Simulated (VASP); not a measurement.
# Pt in VASP: a series of runs

Pt is run at these levels: LDA; tasks: single point.

Program: VASP 6.6.1. These are calculated values, not measurements. Logs are shortened: lines on timing, memory, paths and dates and some standing lists are left out, and cuts for length are marked.

**1. The cell of the first run**

The cell holds a slab with vacuum, 5 atoms: a = 2.754 Å, b = 2.754 Å, c = 23.790 Å, α = 90.00°, β = 90.00°, γ = 90.00°.

**2. Single point, LDA**

File INCAR:

```
ALGO = Normal
DIPOL = 0.5 0.5 0.500
EDIFF = 1E-7
ENCUT = 520
IDIPOL = 3
ISIF = 2
ISMEAR = -1
LASPH = True
LCHARG = False
LDIPOL = True
LREAL = False
LWAVE = False
NBANDS = 33
NELM = 60
PREC = Accurate
SIGMA = 0.1
```

File KPOINTS:

```
k-points
0
Gamma
  13 13 1
```

File POSCAR:

```
Pt
1.0
    2.7543088548      0.0000000000      0.0000000000
    0.0000000000      2.7543088548      0.0000000000
    0.0000000000      0.0000000000     23.7904000000
Pt
5
Direct
    0.0000000000      0.0000000000      0.3362708936
    0.5000000000      0.5000000000      0.4181354465
    0.0000000000      0.0000000000      0.5000000000
    0.5000000000      0.5000000000      0.5818645535
    0.0000000000      0.0000000000      0.6637291064
```

Potentials or basis: VASP PAW LDA potentials, release 64 (Pt).

Started as:

```sh
> cat potpaw_LDA.64/Pt/POTCAR > POTCAR
> mpirun -np 1 vasp_std > vasp.out
```

OUTCAR:

```text
EDIFF = 1E-7
   ENCUT = 520
   ISIF = 2
   ISMEAR = -1
   LASPH = True
   LREAL = False
   NELM = 60
   PREC = Accurate

 ion  position               nearest neighbor table
   1  0.000  0.000  0.336-   2 2.75   2 2.75   2 2.75   2 2.75
   2  0.500  0.500  0.418-   1 2.75   1 2.75   1 2.75   1 2.75   3 2.75   3 2.75   3 2.75   3 2.75

   3  0.000  0.000  0.500-   2 2.75   4 2.75   2 2.75   4 2.75   2 2.75   4 2.75   2 2.75   4 2.75

   4  0.500  0.500  0.582-   5 2.75   5 2.75   5 2.75   5 2.75   3 2.75   3 2.75   3 2.75   3 2.75

   5  0.000  0.000  0.664-   4 2.75   4 2.75   4 2.75   4 2.75

  LATTYP: Found a simple tetragonal cell.
 ALAT       =     2.7543088548
 C/A-ratio  =     8.6375207917

  Lattice vectors:

 A1 = (   2.7543088548,   0.0000000000,   0.0000000000)
 A2 = (   0.0000000000,   2.7543088548,   0.0000000000)
 A3 = (   0.0000000000,   0.0000000000,  23.7904000000)

Analysis of symmetry for initial positions (statically):
=====================================================================
 Subroutine PRICEL returns:
 Original cell was already a primitive cell.

 Routine SETGRP: Setting up the symmetry group for a
 simple tetragonal supercell.

 Subroutine GETGRP returns: Found 16 space group operations
 (whereof 16 operations were pure point group operations)
 out of a pool of 16 trial point group operations.

The static configuration has the point symmetry D_4h.

Analysis of symmetry for dynamics (positions and initial velocities):
=====================================================================
 Subroutine PRICEL returns:
 Original cell was already a primitive cell.

 Routine SETGRP: Setting up the symmetry group for a
 simple tetragonal supercell.

 Subroutine GETGRP returns: Found 16 space group operations
 (whereof 16 operations were pure point group operations)
 out of a pool of 16 trial point group operations.

The dynamic configuration has the point symmetry D_4h.

 Subroutine INISYM returns: Found 16 space group operations
 (whereof 16 operations are pure point group operations),
 and found     1 'primitive' translations

----------------------------------------------------------------------------------------

                                     Primitive cell

  volume of cell :     180.4791

  direct lattice vectors                    reciprocal lattice vectors
     2.754308855  0.000000000  0.000000000     0.363067489  0.000000000  0.000000000
     0.000000000  2.754308855  0.000000000     0.000000000  0.363067489  0.000000000
     0.000000000  0.000000000 23.790400000     0.000000000  0.000000000  0.042033762

  length of vectors
     2.754308855  2.754308855 23.790400000     0.363067489  0.363067489  0.042033762

  position of ions in fractional coordinates (direct lattice)
     0.000000000  0.000000000  0.336270894
     0.500000000  0.500000000  0.418135447
     0.000000000  0.000000000  0.500000000
     0.500000000  0.500000000  0.581864553
     0.000000000  0.000000000  0.663729106

  ion indices of the primitive-cell ions
   primitive index   ion index
                 1           1
                 2           2
                 3           3
                 4           4
                 5           5

----------------------------------------------------------------------------------------

 KPOINTS: k-points

Automatic generation of k-mesh.
 Grid dimensions read from file:
 generate k-points for:   13   13    1

 Generating k-lattice:

  Cartesian coordinates                     Fractional coordinates (reciprocal lattice)
     0.027928268  0.000000000  0.000000000     0.076923077  0.000000000  0.000000000
     0.000000000  0.027928268  0.000000000     0.000000000  0.076923077  0.000000000
     0.000000000  0.000000000  0.042033762     0.000000000  0.000000000  1.000000000

  Length of vectors
     0.027928268  0.027928268  0.042033762

  Shift w.r.t. Gamma in fractional coordinates (k-lattice)
     0.000000000  0.000000000  0.000000000

 Subroutine IBZKPT returns following result:
 ===========================================

 Found     28 irreducible k-points:

 Following reciprocal coordinates:
            Coordinates               Weight
  0.000000  0.000000  0.000000      1.000000
  0.076923  0.000000  0.000000      4.000000
  0.153846  0.000000  0.000000      4.000000
  0.230769  0.000000  0.000000      4.000000
  0.307692  0.000000  0.000000      4.000000
  0.384615  0.000000  0.000000      4.000000
[... 16 lines left out ...]
  0.307692  0.307692  0.000000      4.000000
  0.384615  0.307692  0.000000      8.000000
 [... further k-points ...]
   k-points           NKPTS =     28   k-points in BZ     NKDIM =     28   number of bands    NBANDS=     33
   number of dos      NEDOS =    301   number of ions     NIONS =      5
   total plane-waves  NPLWV =  72000
   dimension x,y,z NGX =    20 NGY =   20 NGZ =  180
   dimension x,y,z NGXF=    40 NGYF=   40 NGZF=  360
   ions per type =               5
   NGX,Y,Z   is equivalent  to a cutoff of  12.07, 12.07, 12.58 a.u.
   NGXF,Y,Z  is equivalent  to a cutoff of  24.14, 24.14, 25.16 a.u.
 SYSTEM =  unknown system
   PREC   = accura    normal or accurate (medium, high low for compatibility)
   ISTART =      0    job   : 0-new  1-cont  2-samecut
   ICHARG =      2    charge: 1-file 2-atom 10-const
   ISPIN  =      1    spin polarized calculation?
   LNONCOLLINEAR =      F non collinear calculations
   LSORBIT =      F    spin-orbit coupling
   LASPH  =      T    aspherical Exc in radial PAW
   ENCUT  =  520.0 eV  38.22 Ry    6.18 a.u.   5.12  5.12 44.23*2*pi/ulx,y,z
   NELM   =     60;   NELMIN=  2; NELMDL= -5     # of ELM steps
   EDIFF  = 0.1E-06   stopping-criterion for ELM
   LREAL  =      F    real-space projection
   EDIFFG = 0.1E-05   stopping-criterion for IOM
   NSW    =      0    number of steps for IOM
   IBRION =     -1    ionic relax: 0-MD 1-quasi-New 2-CG
   NFREE  =      0    steps in history (QN), initial steepest desc. (CG)
   ISIF   =      2    stress and relaxation
   ISYM   =      2    0-nonsym 1-usesym 2-fastsym
   POTIM  = 0.5000    time-step for ionic-motion
   TEBEG  =    0.0;   TEEND  =   0.0 temperature during run
   PSTRESS=    0.0 pullay stress
   NELECT =      50.0000    total number of electrons
   NUPDOWN=      -1.0000    fix difference up-down
   EMIN   =  10.00;   EMAX   =-10.00  energy-range for DOS
   EFERMI =   0.00;   METHOD = LEGACY
   ISMEAR =    -1;   SIGMA  =   0.10  broadening in eV -4-tet -1-fermi 0-gaus
   EFERMI_NEDOS =   21; number of points for ismear=-14 and -15
   IALGO  =     38    algorithm
   IMIX   =      4    mixing-type and parameters
     AMIX     =   0.40;   BMIX     =  1.00
     AMIX_MAG =   1.60;   BMIX_MAG =  1.00
  volume/ion in A,a.u.               =      36.10       243.59
  Fermi-wavevector in a.u.,A,eV,Ry     =   1.067225  2.016762 15.496605  1.138968
  Thomas-Fermi vector in A             =   2.202834
   LORBIT       =      0    0 simple, 1 ext, 2 COOP (PROOUT), +10 PAW based schemes
   GGA     = CA    functional components
   LHFCALC =     F    Hartree Fock is set to
   AEXX    =    0.0000 exact exchange contribution
   IVDW    =     0    specifies the selected vdW correction
   LEPSILON=     F    determine dielectric tensor
   LRPA    =     F    only Hartree local field effects (RPA)
 non-spin polarized calculation
  energy-cutoff  :      520.00
  volume of cell :      180.48
 maximum number of plane-waves:      4892
   NGX = 11   NGY = 11   NGZ = 89

 dipolmoment           0.000000      0.000000      0.000000 electrons x Angstroem

 number of electron      49.9999999 magnetization

 dipolmoment           0.000000      0.000000     -0.000000 electrons x Angstroem

 Free energy of the ion-electron system (eV)
  ---------------------------------------------------
  ext. energy  EPLUGINS =         0.00000000
  ---------------------------------------------------
  free energy    TOTEN  =       -35.35760824 eV

  energy without entropy =      -35.07914784  energy(sigma->0) =      -35.21837804

 E-fermi :   1.1151     XC(G=0):  -6.5090

 val. band max:        1.1136462472   @ k =   0.3846   0.0769   0.0000
 cond. band min:       1.1222292932   @ k =   0.4615   0.3846   0.0000
 fundamental gap:      0.0085830460
 Fermi energy:         1.1151003810

 k-point     1 :       0.0000    0.0000    0.0000
  band No.  band energies     occupation
      1      -8.8607      2.00000
      2      -7.4900      2.00000
      3      -6.1903      2.00000
      4      -5.5925      2.00000
      5      -5.5410      2.00000
      6      -5.3200      2.00000
[... 25 lines left out ...]
     32       6.9309      0.00000
     33       7.2691      0.00000

 k-point     2 :       0.0769    0.0000    0.0000
  band No.  band energies     occupation
      1      -8.7055      2.00000
      2      -7.3547      2.00000
      3      -6.0695      2.00000
      4      -5.4813      2.00000
      5      -5.4328      2.00000
      6      -5.1986      2.00000
[... 25 lines left out ...]
     32       7.0463      0.00000
     33       7.4026      0.00000

 k-point     3 :       0.1538    0.0000    0.0000
  band No.  band energies     occupation
      1      -8.2621      2.00000
      2      -6.9975      2.00000
      3      -5.8091      2.00000
      4      -5.2353      2.00000
      5      -5.0696      2.00000
      6      -4.9890      2.00000
[... 25 lines left out ...]
     32       7.3837      0.00000
     33       7.8066      0.00000

 k-point     4 :       0.2308    0.0000    0.0000
  band No.  band energies     occupation
      1      -7.6016      2.00000
      2      -6.5704      2.00000
      3      -5.6168      2.00000
      4      -5.0007      2.00000
      5      -4.8430      2.00000
      6      -4.4709      2.00000
[... 673 lines left out ...]
     32       6.7287      0.00000
     33       8.4066      0.00000

 k-point    23 :       0.3077    0.3077    0.0000
  band No.  band energies     occupation
      1      -5.5704      2.00000
      2      -4.7956      2.00000
      3      -4.7018      2.00000
      4      -4.6890      2.00000
      5      -4.4761      2.00000
      6      -4.2342      2.00000
[... 25 lines left out ...]
     32       9.1520      0.00000
     33       9.7198      0.00000

 k-point    24 :       0.3846    0.3077    0.0000
  band No.  band energies     occupation
      1      -5.4522      2.00000
      2      -5.0732      2.00000
      3      -4.9858      2.00000
      4      -4.9155      2.00000
      5      -4.4098      2.00000
      6      -4.3750      2.00000
[... 25 lines left out ...]
     32       8.3818      0.00000
     33       9.7534      0.00000

 [... further k-points ...]

------------------------ aborting loop because EDIFF is reached ----------------------------------------

 vacuum level on the upper side and lower side of the slab       (xc-potential included)        -0.110        -0.110

  FORCE on cell =-STRESS in cart. coord.  units (eV):
  Direction    XX          YY          ZZ          XY          YZ          ZX
  --------------------------------------------------------------------------------------
  -------------------------------------------------------------------------------------
  Total       -4.8929808     -4.8929808     -1.8193080      0.0000000      0.0000000     -0.0000000
  in kB      -43.4367248    -43.4367248    -16.1506422      0.0000000      0.0000000     -0.0000000
  external PRESSURE =     -34.3413639 kB  Pullay stress =       0.0000000 kB

 VOLUME and BASIS-vectors are now :
 -----------------------------------------------------------------------------
  energy-cutoff  :      520.00
  volume of cell :      180.48
      direct lattice vectors                 reciprocal lattice vectors
     2.754308855  0.000000000  0.000000000     0.363067489  0.000000000  0.000000000
     0.000000000  2.754308855  0.000000000     0.000000000  0.363067489  0.000000000
     0.000000000  0.000000000 23.790400000     0.000000000  0.000000000  0.042033762

 POSITION                                       TOTAL-FORCE (eV/Angst)
 -----------------------------------------------------------------------------------
      0.00000      0.00000      8.00002        -0.000000      0.000000      0.378424
      1.37715      1.37715      9.94761        -0.000000     -0.000000     -0.304963
      0.00000      0.00000     11.89520         0.000000     -0.000000      0.000000
      1.37715      1.37715     13.84279         0.000000     -0.000000      0.304963
      0.00000      0.00000     15.79038         0.000000      0.000000     -0.378424
 -----------------------------------------------------------------------------------
    total drift:                                0.000000      0.000000      0.000000

  FREE ENERGIE OF THE ION-ELECTRON SYSTEM (eV)
  ---------------------------------------------------
  free  energy   TOTEN  =       -35.3576082447 eV

  energy  without entropy=      -35.0791478420  energy(sigma->0) =      -35.21837804

 vacuum level on the upper side and lower side of the slab         7.067         7.067
```

It took 2.7 min on 1 thread of Intel Xeon Platinum 8488C (Sapphire Rapids), shared host; peak memory 0.28 GiB.

What came out:

| Item | Value |
| --- | --- |
| Free energy | -35.3576 eV |
| Largest force | 0.378 eV/Å |
| Band gap on the k mesh | zero (band 25 reaches 2.08 eV, above the bottom of band 26 at 0.59 eV) |

Forces on the atoms (eV/Å):
```
Pt   0.000  0.000  0.378
Pt   0.000  0.000 -0.305
Pt   0.000  0.000  0.000
Pt   0.000  0.000  0.305
Pt   0.000  0.000 -0.378
```

Levels at points of the mesh, in eV from the Fermi level:
| k point | band 23 | band 24 | band 25 | band 26 | band 27 | band 28 |
| --- | --- | --- | --- | --- | --- | --- |
| (0.00, 0.00, 0.00) | -0.52 | -0.39 | -0.39 | 0.04 | 0.15 | 0.32 |

Caveat: spin-orbit coupling is left out, which moves the levels of the heavy elements.

**3. Single point, LDA**

File INCAR:

```
PREC     = Accurate       # precision mode
ENCUT    = 520            # plane-wave cutoff, eV
EDIFF    = 1E-7           # SCF threshold, eV
ISMEAR   = -1             # smearing method
SIGMA    = 0.1            # smearing width, eV
LREAL    = False          # projectors in reciprocal space
LASPH    = True           # aspherical terms in the spheres
NELM     = 80             # most SCF steps
ALGO     = Normal         # electronic algorithm
ISIF     = 2              # what is computed and relaxed
LWAVE    = False          # write WAVECAR
LCHARG   = False          # write CHGCAR
LDIPOL   = True         
IDIPOL   = 3            
DIPOL    = 0.5 0.5 0.500
GGA      = CA             # functional
NBANDS   = 33             # bands
```

File KPOINTS:

```
Automatic mesh
0
Gamma
  13 13 1
```

POSCAR is that of step 2.

Potentials or basis: VASP PAW LDA potentials, release 64 (Pt).

Started as:

```sh
> cat potpaw_LDA.64/Pt/POTCAR > POTCAR
> mpirun -np 1 vasp_std > vasp.out
```

Run time: 2.8 min. Hardware: 1 thread of Intel Xeon Platinum 8488C (Sapphire Rapids), shared host; peak memory 0.28 GiB.

The run converged. Its results:

| Property | Result |
| --- | --- |
| Free energy | -35.3576 eV |
| Largest force | 0.378 eV/Å |
| Band gap on the k mesh | zero (band 25 reaches 2.08 eV, above the bottom of band 26 at 0.59 eV) |

Forces in eV/Å, atoms in the order of the input:
```
Pt   0.000  0.000  0.378
Pt   0.000  0.000 -0.305
Pt   0.000  0.000  0.000
Pt   0.000  0.000  0.305
Pt   0.000  0.000 -0.378
```

Levels at points of the mesh, in eV from the Fermi level:
| k point | band 21 | band 22 | band 23 | band 24 | band 25 | band 26 | band 27 | band 28 | band 29 | band 30 |
| --- | --- | --- | --- | --- | --- | --- | --- | --- | --- | --- |
| (0.00, 0.00, 0.00) | -1.54 | -1.05 | -0.52 | -0.39 | -0.39 | 0.04 | 0.15 | 0.32 | 0.32 | 0.61 |

Caveat: spin-orbit coupling is left out, which moves the levels of the heavy elements.
